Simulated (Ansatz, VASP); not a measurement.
Two plane-wave programs on WSe2

```xyz
6
Lattice="3.2900 0.0000 0.0000 -1.6450 2.8492 0.0000 0.0000 0.0000 12.9700" Properties=species:S:1:pos:R:3 pbc="T T T"
W     0.0000    1.8995    3.2425
W     1.6450    0.9497    9.7275
Se    0.0000    1.8995    8.0544
Se    1.6450    0.9497    1.5694
Se    0.0000    1.8995   11.4006
Se    1.6450    0.9497    4.9156
```

Alike in both runs: task relaxation of cell and atoms; functional LDA; k mesh 12 × 12 × 2; occupations gaussian, width 0.02 eV; no spin polarisation.

```csv
,VASP,Ansatz
version,VASP 6.6.1,Ansatz 0.2.0
potentials or method,"VASP PAW LDA potentials, release 64 (W_sv, Se), cutoff 600 eV","scalar-relativistic, plane waves, PAW"
valence electrons in the cell,52,92
```

|  | VASP | Ansatz | Ansatz less VASP |
| --- | --- | --- | --- |
| gap on the k mesh at the Fermi level, each at its own relaxed structure (eV) | 0.87 | 0.89 | +0.013 |
| relaxed volume (Å³/atom) | 19.63 | 19.55 | -0.079 |
| relaxed cell length with the largest relative difference (Å) | 3.255 | 3.250 | -0.0057 |

LDA's correlation is that of Perdew and Zunger in VASP and of Perdew and Wang (1992) in Ansatz. VASP's potentials hold 52 valence electrons a cell and Ansatz's 92, so a difference there can come from the potentials and not from the codes.

Neither program's run includes spin-orbit coupling.
